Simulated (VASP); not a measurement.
Set up this calculation in VASP 6.6.1, as the native input.

```
Task                   : single point
Functional             : BLYP
Dispersion             : D3(BJ)
Potentials or basis    : VASP PAW PBE potentials, release 64 (Hf_pv, N)
Cutoff                 : 520 eV
k mesh                 : 9 × 9 × 5
Occupations            : methfessel-paxton, width 0.05 eV
Spin                   : no spin polarisation
Dipole correction      : no
Further INCAR settings : ALGO = Normal; EDIFF = 1e-06; NBANDS = 23
```

The structure of HfN lies in POSCAR:

```
HfN
1.0
    3.1337323023      0.0000000000      0.0000000000
   -1.5668661511      2.7138917824      0.0000000000
    0.0000000000      0.0000000000      5.4427595687
Hf N
2 2
Direct
    0.6666666667      0.3333333333      0.7500000000
    0.3333333333      0.6666666667      0.2500000000
    0.0000000000      0.0000000000      0.0000000000
    0.0000000000      0.0000000000      0.5000000000
```

These files were run (other wordings do the same):

INCAR

```
AGGAC    = 1.0          
AGGAX    = 1.0          
ALDAC    = 0.0          
ALDAX    = 1.0          
ALGO     = Normal         # electronic algorithm
EDIFF    = 1E-6           # SCF threshold, eV
ENCUT    = 520            # plane-wave cutoff, eV
GGA      = B5             # functional
ISIF     = 2              # what is computed and relaxed
ISMEAR   = 1              # smearing method
IVDW     = 12             # dispersion correction
LASPH    = T              # aspherical terms in the spheres
LCHARG   = F              # write CHGCAR
LREAL    = F              # projectors in reciprocal space
LWAVE    = F              # write WAVECAR
NBANDS   = 23             # bands
NELM     = 100            # most SCF steps
PREC     = Accurate       # precision mode
SIGMA    = 0.05           # smearing width, eV
VDW_A1   = 0.4298       
VDW_A2   = 4.2359       
VDW_S6   = 1.0          
VDW_S8   = 2.6996
```

KPOINTS

```
k-points
0
Gamma
  9 9 5
```

Potentials or basis: VASP PAW PBE potentials, release 64 (Hf_pv, N).

Launch:

```bash
$ cat potpaw_PBE.64/Hf_pv/POTCAR potpaw_PBE.64/N/POTCAR > POTCAR
$ mpirun -np 1 vasp_std > vasp.out
```

It gave:

The pressure is -1.4 GPa and the band gap on the k mesh is zero (band 15 reaches 9.80 eV, above the bottom of band 16 at 8.17 eV). The dispersion energy per atom is -0.901 eV.

Caveat: the PAW data sets were made with another functional, which shifts forces and pressure a little; spin-orbit coupling is left out, which moves the levels of the heavy elements; pairwise dispersion overbinds metals, which lowers pressure and volume.

It took 32 s on 1 thread of AMD EPYC 7R13 Processor (Zen 3), on a shared host, peak memory 0.16 GiB.
